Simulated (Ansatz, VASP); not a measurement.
FeNi2: VASP beside Ansatz

```xyz
6
Lattice="0.0000 3.2780 3.2780 3.2780 0.0000 3.2780 3.2780 3.2780 0.0000" Properties=species:S:1:pos:R:3 pbc="T T T"
Fe    4.9169    4.9169    4.9169
Fe    3.2780    3.2780    3.2780
Ni    2.4585    2.4585    0.8195
Ni    2.4585    0.8195    2.4585
Ni    0.8195    2.4585    2.4585
Ni    0.8195    0.8195    0.8195
```

Alike in both runs: functional PBE; k mesh 10 × 10 × 10; occupations gaussian, width 0.1 eV; collinear spin.

Ansatz relaxed the structure, and its values are those at the end. VASP's run is a single point on that final structure, the one shown.

```csv
,VASP,Ansatz
version,VASP 6.6.1,Ansatz 0.2.0
potentials or method,"VASP PAW PBE potentials, release 64 (Fe, Ni), cutoff 520 eV","scalar-relativistic, plane waves, PAW"
valence electrons in the cell,56,104
```

Ansatz gave:

```
gap on the k mesh at the Fermi level (eV)                     : none
pressure (GPa)                                                : 0.0
net moment per atom (μB)                                      : 1.38
size of the moment on the site where the two differ most (μB) : 0.67
```

Task: Which values does VASP return?

Result: gap on the k mesh at the Fermi level (eV): none; pressure (GPa): -0.2; net moment per atom (μB): 1.37; size of the moment on the site where the two differ most (μB): 0.60.

Site moments also hang on the region over which each program counts them. A gap of «none» marks a metal or a gap that the smearing closes. VASP's potentials hold 56 valence electrons a cell and Ansatz's 104, so a difference there can come from the potentials and not from the codes.
